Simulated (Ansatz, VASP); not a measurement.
SiC4: VASP beside Ansatz

```xyz
5
Lattice="-2.5327 2.5327 2.5327 2.5327 -2.5327 2.5327 2.5327 2.5327 -2.5327" Properties=species:S:1:pos:R:3 pbc="T T T"
Si    0.0000    0.0000    0.0000
C     1.2663    1.2663   -1.2663
C     1.2663   -1.2663    1.2663
C    -1.2663    1.2663    1.2663
C     1.2663    1.2663    1.2663
```

Change from the starting cell: species swapped into the MnGa4 type (Im-3m, No. 229).

Alike in both runs: task relaxation of cell and atoms; functional PBE; k mesh 6 × 6 × 6; occupations gaussian, width 0.1 eV; no spin polarisation.

|  | VASP | Ansatz |
| --- | --- | --- |
| version | VASP 6.6.1 | Ansatz 0.2.0 |
| potentials or method | VASP PAW PBE potentials, release 64 (Si, C), cutoff 600 eV | scalar-relativistic, plane waves, PAW |
| valence electrons in the cell | 20 | 20 |

|  | VASP | Ansatz | Ansatz less VASP |
| --- | --- | --- | --- |
| gap on the k mesh at the Fermi level, each at its own relaxed structure (eV) | none | none | - |
| relaxed volume (Å³/atom) | 8.42 | 8.44 | +0.019 |
| relaxed cell length with the largest relative difference (Å) | 3.796 | 3.799 | +0.0029 |

A gap of «none» marks a metal or a gap that the smearing closes.

Noted on VASP's run: the volume moved by over 15 % at a fixed basis, so the end points are rough.
